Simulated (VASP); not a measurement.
The system is Ni.

```
CELL_PARAMETERS angstrom
0.00000 1.76194 1.76194
1.76194 0.00000 1.76194
1.76194 1.76194 0.00000
ATOMIC_POSITIONS crystal
Ni 0.00000 0.00000 0.00000
```

* Program: VASP 6.6.1
* Task: relaxation of volume and atoms at fixed shape
* Functional: r2SCAN
* Potentials or basis: VASP PAW PBE potentials, release 64 (Ni)
* Cutoff: 600 eV
* k mesh: 12 × 12 × 12
* Occupations: gaussian, width 0.05 eV
* Spin: collinear spin, ferromagnetic start
* Starting moments: [1.5] μB

At the start: pressure -7.7 GPa; volume 10.94 Å³/atom.

Problem. Where does the relaxation end?

Solution. Over 3 steps the energy falls by 10.4 meV/atom and the volume is 10.53 Å³/atom (-3.8 %); space group Fm-3m (No. 225, to 0.1 Å) before and after; moment 0.72 μB per cell.

Step by step:
```tsv
step	energy change (eV)	largest force (eV/Å)	pressure (GPa)	volume (Å³)
1	0.0000	0.0000	-7.70	10.94
2	0.0006	0.0000	9.19	10.13
3	-0.0104	0.0000	-0.12	10.53
```

Final structure:
```cif
data_structure
_symmetry_space_group_name_H-M 'P 1'
_symmetry_Int_Tables_number 1
_cell_length_a 2.4601
_cell_length_b 2.4601
_cell_length_c 2.4601
_cell_angle_alpha 60.000
_cell_angle_beta 60.000
_cell_angle_gamma 60.000
_cell_volume 10.53
loop_
_atom_site_label
_atom_site_type_symbol
_atom_site_fract_x
_atom_site_fract_y
_atom_site_fract_z
_atom_site_occupancy
Ni1 Ni 0.00000 0.00000 0.00000 1
```

Caveat: the PAW data sets were made with another functional, which shifts forces and pressure a little.
